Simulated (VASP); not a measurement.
Set up this calculation in VASP 6.6.1, as the native input.

```
Task                   : single point
Functional             : r2SCAN
Potentials or basis    : VASP PAW PBE potentials, release 64 (Al, Ru_pv)
Cutoff                 : 520 eV
k mesh                 : 14 × 14 × 14
Occupations            : gaussian, width 0.15 eV
Spin                   : no spin polarisation
Dipole correction      : no
Further INCAR settings : ALGO = Normal; EDIFF = 1e-06; NBANDS = 44
```

AlRu:

```
Al Ru
1.0
    -2.98262    2.98262    2.98262
     2.98262   -2.98262    2.98262
     2.98262    2.98262   -2.98262
Al Ru
4 4
Direct
  0.50000 0.00000 0.50000
  0.00000 0.50000 0.50000
  0.00000 0.00000 0.00000
  0.50000 0.50000 0.00000
  0.50000 0.50000 0.50000
  0.00000 0.00000 0.50000
  0.00000 0.50000 0.00000
  0.50000 0.00000 0.00000
```

The input as run:

POSCAR

```
AlRu
1.0
   -2.9826244058      2.9826244058      2.9826244058
    2.9826244058     -2.9826244058      2.9826244058
    2.9826244058      2.9826244058     -2.9826244058
Al Ru
4 4
Direct
    0.5000000000      0.0000000000      0.5000000000
    0.0000000000      0.5000000000      0.5000000000
    0.0000000000      0.0000000000      0.0000000000
    0.5000000000      0.5000000000      0.0000000000
    0.5000000000      0.5000000000      0.5000000000
    0.0000000000      0.0000000000      0.5000000000
    0.0000000000      0.5000000000      0.0000000000
    0.5000000000      0.0000000000      0.0000000000
```

INCAR.step1

```
PREC     = Accurate       # precision mode
ENCUT    = 520            # plane-wave cutoff, eV
ISMEAR   = 0              # smearing method
SIGMA    = 0.15           # smearing width, eV
LREAL    = False          # projectors in reciprocal space
LASPH    = True           # aspherical terms in the spheres
NELM     = 60             # most SCF steps
NBANDS   = 44             # bands
GGA      = PE             # functional
ALGO     = Normal         # electronic algorithm
EDIFF    = 1E-4           # SCF threshold, eV
LWAVE    = True           # write WAVECAR
LCHARG   = False          # write CHGCAR
```

INCAR.step2

```
PREC     = Accurate       # precision mode
ENCUT    = 520            # plane-wave cutoff, eV
EDIFF    = 1E-6           # SCF threshold, eV
ISMEAR   = 0              # smearing method
SIGMA    = 0.15           # smearing width, eV
LREAL    = False          # projectors in reciprocal space
LASPH    = True           # aspherical terms in the spheres
NELM     = 60             # most SCF steps
ALGO     = Normal         # electronic algorithm
ISIF     = 2              # what is computed and relaxed
LWAVE    = False          # write WAVECAR
LCHARG   = False          # write CHGCAR
METAGGA  = R2SCAN         # meta-GGA
LMIXTAU  = True         
NBANDS   = 44             # bands
ISTART   = 1
```

KPOINTS

```
Automatic mesh
0
Gamma
  14 14 14
```

Potentials or basis: VASP PAW PBE potentials, release 64 (Al, Ru_pv).

Launch:

```sh
$ cat potpaw_PBE.64/Al/POTCAR potpaw_PBE.64/Ru_pv/POTCAR > POTCAR
$ cp INCAR.step1 INCAR
$ mpirun -np 1 vasp_std > vasp.out
$ cp INCAR.step2 INCAR
$ mpirun -np 1 vasp_std > vasp.out
```

It gave:

```yaml
Pressure: 0.1 GPa
Band_gap_on_the_k_mesh: zero (band 34 reaches 12.54 eV, above the bottom of band 35 at 9.59 eV)
```

Caveat: the PAW data sets were made with another functional, which shifts forces and pressure a little.

Run time: 18 min on 1 thread of AMD EPYC 9R45 96-Core Processor (Zen 5) (shared host), peak memory 0.47 GiB.
